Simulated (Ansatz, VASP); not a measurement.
## Two plane-wave programs on AlN

```
Al N
1.0
    -1.63784    2.83682    0.00000
     0.00000    0.00000    4.10063
     4.91352    2.83682    0.00000
Al N
4 4
Direct
  0.52264 0.75000 0.27516
  0.00000 0.75000 0.66667
  0.00000 0.25000 0.33333
  0.50000 0.25000 0.83333
  0.50000 0.25000 0.16667
  0.00000 0.25000 0.66667
  0.00000 0.75000 0.33333
  0.50000 0.75000 0.83333
```

Alike in both runs: task single point; functional LDA; k mesh 8 × 6 × 4; occupations gaussian, width 0.05 eV; no spin polarisation.

|  | VASP | Ansatz |
| --- | --- | --- |
| version | VASP 6.6.1 | Ansatz 0.2.0 |
| potentials or method | VASP PAW LDA potentials, release 64 (Al, N), cutoff 520 eV | scalar-relativistic, plane waves, PAW |
| valence electrons in the cell | 32 | 32 |

```csv
,VASP,Ansatz,Ansatz less VASP
gap on the k mesh at the Fermi level (eV),2.34,2.36,+0.018
least direct gap on the mesh (eV),2.39,2.39,-0.002
pressure (GPa),10.9,10.0,-0.92
"traceless stress, the component that is largest in VASP (GPa)",16.77,16.20,-0.563
rms of the force components (eV/Å),2.159,2.130,-0.0286
```

Ansatz warns that its potentials were made for another functional, while VASP's fit it. LDA's correlation is that of Perdew and Zunger in VASP and of Perdew and Wang (1992) in Ansatz. Atom by atom the forces differ by 0.035 eV/Å (rms over components).
